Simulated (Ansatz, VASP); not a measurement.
**F in VASP and in Ansatz**

```xyz
2
Lattice="0.0000 2.3910 2.3910 2.3910 0.0000 2.3910 2.3910 2.3910 0.0000" Properties=species:S:1:pos:R:3 pbc="T T T"
F    -0.5978   -0.5978   -0.5978
F     0.5978    0.5978    0.5978
```

Alike in both runs: functional PBEsol; k mesh 14 × 14 × 14; occupations fermi-dirac, width 0.08 eV; no spin polarisation.

Ansatz relaxed the structure, and its values are those at the end. VASP's run is a single point on that final structure, the one shown.

```csv
,VASP,Ansatz
version,VASP 6.6.1,Ansatz 0.2.0
potentials or method,"VASP PAW PBE potentials, release 64 (F)","PAW with Ansatz's default frozen-core files, scalar-relativistic"
plane-wave cutoff (eV),520,420
valence electrons in the cell,14,14
```

|  | VASP | Ansatz | Ansatz less VASP |
| --- | --- | --- | --- |
| pressure (GPa) | -0.6 | 0.0 | +0.63 |

VASP's potentials were made for PBE, not for PBEsol.
